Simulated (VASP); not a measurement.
# Y (P6_3/mmc) in VASP: notebook, part 2 of 2

VASP 6.6.1. Earlier steps stand in the parts before.

**3. Single point, r2SCAN**

This run uses another cell than the first one, of 33.57 Å³/atom.

POSCAR

```
Y
1.0
    3.6805339904      0.0000000000      0.0000000000
   -1.8402669952      3.1874359352      0.0000000000
    0.0000000000      0.0000000000      5.7225612093
Y
2
Direct
    0.6666666667      0.3333333333      0.7500000000
    0.3333333333      0.6666666667      0.2500000000
```

INCAR.step1

```
SYSTEM = Y
  ALGO = Normal
  EDIFF = 1E-4
  ENCUT = 520
  GGA = PE
  ISMEAR = -1
  LASPH = .TRUE.
  LCHARG = .FALSE.
  LREAL = .FALSE.
  LWAVE = .TRUE.
  NBANDS = 18
  NELM = 100
  PREC = Accurate
  SIGMA = 0.05
```

INCAR.step2

```
SYSTEM = Y
  ALGO = Normal
  EDIFF = 1E-6
  ENCUT = 520
  ISIF = 2
  ISMEAR = -1
  ISTART = 1
  LASPH = .TRUE.
  LCHARG = .TRUE.
  LELF = .TRUE.
  LMIXTAU = .TRUE.
  LREAL = .FALSE.
  LVHAR = .TRUE.
  LWAVE = .FALSE.
  METAGGA = R2SCAN
  NBANDS = 18
  NELM = 100
  PREC = Accurate
  SIGMA = 0.05
```

KPOINTS

```
k-points
0
G
  8 8 5
  0 0 0
```

Potentials or basis: VASP PAW PBE potentials, release 64 (Y_sv).

Run with:

```
> cat potpaw_PBE.64/Y_sv/POTCAR > POTCAR
> cp INCAR.step1 INCAR
> mpirun -np 1 vasp_std > vasp.out
> cp INCAR.step2 INCAR
> mpirun -np 1 vasp_std > vasp.out
```

Wall time 5.2 min (1 thread of Oxide Virtual Turin-like, shared host); peak memory 0.19 GiB.

Results (log left out):

* Free energy: -40.5488 eV
* Pressure: 0.0 GPa
* Band gap on the k mesh: zero (bands 11 and 12 overlap by 1.36 eV)

Levels at points of the mesh, in eV from the Fermi level:
| k point | band 8 | band 9 | band 10 | band 11 | band 12 | band 13 | band 14 | band 15 |
| --- | --- | --- | --- | --- | --- | --- | --- | --- |
| (0.00, 0.00, 0.00) | -23.26 | -4.88 | -1.84 | 0.74 | 1.96 | 1.96 | 2.37 | 2.62 |
| (0.50, 0.00, 0.00) | -23.34 | -1.71 | -1.17 | -0.78 | -0.27 | 1.52 | 1.66 | 2.27 |

Caveat: the PAW data sets were made with another functional, which shifts forces and pressure a little.

**4. Relaxation of cell and atoms, LDA**

This run uses another cell than the first one, of 33.01 Å³/atom.

INCAR

```
SYSTEM = Y
  PREC = Accurate
  ENCUT = 600
  EDIFF = 1E-6
  ISMEAR = -1
  SIGMA = 0.05
  LREAL = .False.
  LASPH = .True.
  NELM = 100
  ALGO = Normal
  ISIF = 3
  LWAVE = .False.
  LCHARG = .False.
  GGA = CA
  IBRION = 2
  NSW = 60
  EDIFFG = -0.01
```

KPOINTS

```
regular mesh
0
Gamma
  8 8 5
  0 0 0
```

POSCAR

```
Y
1.0
    3.6474000000      0.0000000000      0.0000000000
   -1.8237000000      3.1587410578      0.0000000000
    0.0000000000      0.0000000000      5.7306000000
Y
2
Direct
    0.6666666667      0.3333333333      0.7500000000
    0.3333333333      0.6666666667      0.2500000000
```

Potentials or basis: VASP PAW LDA potentials, release 64 (Y_sv).

Run with:

```
> cat potpaw_LDA.64/Y_sv/POTCAR > POTCAR
> mpirun -np 1 vasp_std > vasp.out
```

It took 5 min on 1 thread of Oxide Virtual Turin-like, shared host; peak memory 0.17 GiB.

It converged, with:

```
Free energy                           : -13.9002 eV
Relaxed volume                        : 29.77 Å³/atom
Relaxed cell                          : a = 3.524 Å, b = 3.524 Å, c = 5.534 Å, α = 90.00°, β = 90.00°, γ = 120.00°
Space group after relaxing (to 0.1 Å) : P6_3/mmc (No. 194)
Energy gained by relaxing             : 41.5 meV/atom
Ionic steps                           : 7
Pressure after relaxing               : 0.0 GPa
Band gap on the k mesh                : zero (bands 11 and 12 overlap by 1.68 eV)
```

The path:
| step | energy change (eV) | largest force (eV/Å) | pressure (GPa) | volume (Å³) |
| --- | --- | --- | --- | --- |
| 1 | 0.0000 | 0.0000 | -3.87 | 66.02 |
| 2 | -0.0810 | 0.0000 | 0.67 | 58.70 |
| 3 | -0.0830 | 0.0000 | 0.01 | 59.58 |
| 4 | -0.0829 | 0.0000 | -0.08 | 59.71 |
| 5 | -0.0830 | 0.0000 | -0.08 | 59.69 |
| 6 | -0.0830 | 0.0000 | -0.08 | 59.68 |
| 7 | -0.0831 | 0.0000 | 0.02 | 59.53 |

Final structure:
```xyz
2
Lattice="3.5243 0.0000 0.0000 -1.7621 3.0521 0.0000 0.0000 0.0000 5.5345" Properties=species:S:1:pos:R:3 pbc="T T T"
Y     1.7621    1.0174    4.1509
Y     0.0000    2.0347    1.3836
```

Levels at points of the mesh, in eV from the Fermi level:
```csv
k point,band 9,band 10,band 11,band 12,band 13,band 14
"(0.00, 0.00, 0.00)",-4.80,-2.01,1.31,1.80,1.80,2.13
"(0.50, 0.00, 0.00)",-1.70,-1.38,-0.96,0.15,1.49,1.57
```

LDA usually gives volumes a few per cent too small. Zero-point motion and thermal expansion aren't in these numbers.

**5. Relaxation of cell and atoms, RPBE**

This run uses another cell than the first one, of 33.01 Å³/atom.

INCAR

```
SYSTEM = Y
ALGO = Fast
EDIFF = 1E-6
EDIFFG = -0.01
ENCUT = 600
GGA = RP
IBRION = 2
ISIF = 3
ISMEAR = -1
LASPH = .True.
LCHARG = .False.
LREAL = .False.
LWAVE = .False.
NELM = 80
NSW = 60
PREC = Accurate
SIGMA = 0.05
```

KPOINTS

```
k-points
0
Gamma
  8 8 5
  0 0 0
```

POSCAR is that of step 4.

Potentials or basis: VASP PAW PBE potentials, release 64 (Y_sv).

Run with:

```
> cat potpaw_PBE.64/Y_sv/POTCAR > POTCAR
> mpirun -np 1 vasp_std > vasp.out
```

Wall time 7.9 min (1 thread of Oxide Virtual Turin-like, shared host); peak memory 0.2 GiB.

Results (log left out):

```
Free energy                           : -12.2310 eV
Relaxed volume                        : 34.09 Å³/atom
Relaxed cell                          : a = 3.695 Å, b = 3.695 Å, c = 5.766 Å, α = 90.00°, β = 90.00°, γ = 120.00°
Space group after relaxing (to 0.1 Å) : P6_3/mmc (No. 194)
Energy gained by relaxing             : 4.5 meV/atom
Ionic steps                           : 10
Pressure after relaxing               : 0.0 GPa
Band gap on the k mesh                : zero (bands 11 and 12 overlap by 1.27 eV)
```

The path:
```tsv
step	energy change (eV)	largest force (eV/Å)	pressure (GPa)	volume (Å³)
1	0.0000	0.0000	1.29	66.02
2	-0.0086	0.0000	-0.22	68.60
3	-0.0088	0.0000	0.05	68.21
4	-0.0088	0.0000	-0.08	68.30
5	-0.0089	0.0000	0.03	68.13
6	-0.0089	0.0000	0.07	68.09
7	-0.0089	0.0000	0.07	68.12
8	-0.0089	0.0000	0.03	68.13
9	-0.0089	0.0000	0.04	68.12
10	-0.0089	0.0000	-0.01	68.18
```

Final structure:
```yaml
crystal:
  lattice:
    - [3.69483, 0.00000, 0.00000]
    - [-1.84742, 3.19982, 0.00000]
    - [0.00000, 0.00000, 5.76643]
  atoms:
    - { symbol: Y, position: [0.66667, 0.33333, 0.75000] }
    - { symbol: Y, position: [0.33333, 0.66667, 0.25000] }
```

Levels at points of the mesh, in eV from the Fermi level:
| k point | band 9 | band 10 | band 11 | band 12 | band 13 | band 14 |
| --- | --- | --- | --- | --- | --- | --- |
| (0.00, 0.00, 0.00) | -4.61 | -1.77 | 0.79 | 1.74 | 1.74 | 2.07 |
| (0.50, 0.00, 0.00) | -1.64 | -1.10 | -0.74 | -0.18 | 1.37 | 1.46 |

Caveat: the PAW data sets were made with another functional, which shifts forces and pressure a little. RPBE and its kin give volumes clearly too large for solids.

**6. Relaxation of cell and atoms, revPBE**

This run uses another cell than the first one, of 33.01 Å³/atom.

INCAR

```
  PREC = Accurate
  ENCUT = 600
  EDIFF = 1E-6
  ISMEAR = -1
  SIGMA = 0.05
  LREAL = False
  LASPH = True
  NELM = 100
  ALGO = Normal
  ISIF = 3
  LWAVE = False
  LCHARG = False
  GGA = RE
  IBRION = 2
  NSW = 60
  EDIFFG = -0.01
```

KPOINTS

```
regular mesh
0
Gamma
  8 8 5
```

POSCAR is that of step 5.

Potentials or basis: VASP PAW PBE potentials, release 64 (Y_sv).

Run with:

```
> cat potpaw_PBE.64/Y_sv/POTCAR > POTCAR
> mpirun -np 1 vasp_std > vasp.out
```

Run time: 4 min. Hardware: 1 thread of Oxide Virtual Turin-like, shared host; peak memory 0.2 GiB.

The run converged. Its results:

| Item | Value |
| --- | --- |
| Free energy | -12.3493 eV |
| Relaxed volume | 33.75 Å³/atom |
| Relaxed cell | a = 3.683 Å, b = 3.683 Å, c = 5.745 Å, α = 90.00°, β = 90.00°, γ = 120.00° |
| Space group after relaxing (to 0.1 Å) | P6_3/mmc (No. 194) |
| Energy gained by relaxing | 2.2 meV/atom |
| Ionic steps | 5 |
| Pressure after relaxing | 0.0 GPa |
| Band gap on the k mesh | zero (bands 11 and 12 overlap by 1.30 eV) |

The path:
| step | energy change (eV) | largest force (eV/Å) | pressure (GPa) | volume (Å³) |
| --- | --- | --- | --- | --- |
| 1 | 0.0000 | 0.0000 | 0.88 | 66.02 |
| 2 | -0.0042 | 0.0000 | -0.16 | 67.76 |
| 3 | -0.0043 | 0.0000 | -0.02 | 67.53 |
| 4 | -0.0044 | 0.0000 | 0.00 | 67.51 |
| 5 | -0.0044 | 0.0000 | 0.01 | 67.49 |

Final structure:
```
CELL_PARAMETERS angstrom
3.68302 0.00000 0.00000
-1.84151 3.18959 0.00000
0.00000 0.00000 5.74515
ATOMIC_POSITIONS crystal
Y 0.66667 0.33333 0.75000
Y 0.33333 0.66667 0.25000
```

Levels at points of the mesh, in eV from the Fermi level:
```csv
k point,band 9,band 10,band 11,band 12,band 13,band 14
"(0.00, 0.00, 0.00)",-4.63,-1.79,0.83,1.74,1.74,2.08
"(0.50, 0.00, 0.00)",-1.65,-1.12,-0.75,-0.16,1.39,1.46
```

Caveat: the PAW data sets were made with another functional, which shifts forces and pressure a little.

**7. The runs side by side**

| task | level | potentials or basis | cell | cutoff (eV) | gap on the mesh (eV) | pressure (GPa) | relaxed volume (Å³/atom) |
| --- | --- | --- | --- | --- | --- | --- | --- |
| single point | BLYP | VASP PAW PBE potentials, release 64 (Y_sv) | a = 3.686, b = 3.686, c = 5.738 Å, angles 90.0, 90.0, 120.0°, 2 atoms | 520 | none | -0.1 | - |
| single point | r2SCAN | VASP PAW PBE potentials, release 64 (Y_sv) | a = 3.681, b = 3.681, c = 5.723 Å, angles 90.0, 90.0, 120.0°, 2 atoms | 520 | none | 0.0 | - |
| relaxation of cell and atoms | LDA | VASP PAW LDA potentials, release 64 (Y_sv) | relaxed from a = 3.647, b = 3.647, c = 5.731 Å, angles 90.0, 90.0, 120.0°, 2 atoms | 600 | none | 0.0 | 29.77 |
| relaxation of cell and atoms | RPBE | VASP PAW PBE potentials, release 64 (Y_sv) | relaxed from a = 3.647, b = 3.647, c = 5.731 Å, angles 90.0, 90.0, 120.0°, 2 atoms | 600 | none | 0.0 | 34.09 |
| relaxation of cell and atoms | revPBE | VASP PAW PBE potentials, release 64 (Y_sv) | relaxed from a = 3.647, b = 3.647, c = 5.731 Å, angles 90.0, 90.0, 120.0°, 2 atoms | 600 | none | 0.0 | 33.75 |

Alike in all rows: no spin polarisation; k mesh 8 × 8 × 5; smearing fermi-dirac 0.05 eV.

Caveats: the PAW data sets were made with another functional, which shifts forces and pressure a little (at least some runs).

Total energies depend on the potentials used, so only differences within one code and one set of settings carry meaning.
